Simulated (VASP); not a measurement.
Input of a VASP 6.6.1 run:

File INCAR:

```
ALGO     = Normal         # electronic algorithm
EDIFF    = 1E-7           # SCF threshold, eV
ENCUT    = 520            # plane-wave cutoff, eV
GGA      = RE             # functional
ISIF     = 2              # what is computed and relaxed
ISMEAR   = -1             # smearing method
LASPH    = True           # aspherical terms in the spheres
LCHARG   = True           # write CHGCAR
LELF     = True           # ELF
LREAL    = False          # projectors in reciprocal space
LVHAR    = True         
LWAVE    = False          # write WAVECAR
NBANDS   = 22             # bands
NELM     = 60             # most SCF steps
PREC     = Accurate       # precision mode
SIGMA    = 0.1            # smearing width, eV
```

The input KPOINTS:

```
k-points
0
Gamma
  8 8 11
```

POSCAR

```
Ca
1.0
    6.3646626110      0.0000000000      0.0000000000
   -3.1823313055      5.5119595076      0.0000000000
    0.0000000000      0.0000000000      3.8041743643
Ca
3
Direct
    1.0000000000      1.0000000000      0.0000000000
    0.3333333333      0.6666666667      0.5000000000
    0.6666666667      0.3333333333      0.5000000000
```

Potentials or basis: VASP PAW PBE potentials, release 64 (Ca_sv).

Launch:

```bash
$ cat potpaw_PBE.64/Ca_sv/POTCAR > POTCAR
$ mpirun -np 1 vasp_std > vasp.out
```

Problem. Predict the pressure.

Solution. 0.0 GPa.

Problem. What does it give for the band gap on the k mesh?

Solution. Zero (bands 15 and 16 overlap by 0.42 eV).

Caveat: the PAW data sets were made with another functional, which shifts forces and pressure a little.
